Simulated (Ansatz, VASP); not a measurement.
# Two plane-wave programs on Hf

```xyz
2
Lattice="3.2037 0.0000 0.0000 -1.6019 2.7745 0.0000 0.0000 0.0000 5.0936" Properties=species:S:1:pos:R:3 pbc="T T T"
Hf    0.0000    1.8497    1.2734
Hf    1.6019    0.9248    3.8202
```

Alike in both runs: task relaxation of cell and atoms; functional PBE; k mesh 18 × 18 × 8; occupations gaussian, width 0.1 eV; no spin polarisation.

```csv
,VASP,Ansatz
version,VASP 6.6.1,Ansatz 0.2.0
potentials or method,"VASP PAW PBE potentials, release 64 (Hf_pv), cutoff 600 eV","scalar-relativistic, plane waves, PAW"
valence electrons in the cell,20,52
```

|  | VASP | Ansatz | Ansatz less VASP |
| --- | --- | --- | --- |
| gap on the k mesh at the Fermi level, each at its own relaxed structure (eV) | none | none | - |
| relaxed volume (Å³/atom) | 22.44 | 22.53 | +0.087 |
| relaxed cell length with the largest relative difference (Å) | 5.058 | 5.068 | +0.0105 |

A gap of «none» marks a metal or a gap that the smearing closes. VASP's potentials hold 20 valence electrons a cell and Ansatz's 52, so a difference there can come from the potentials and not from the codes.

Spin-orbit coupling is off throughout.
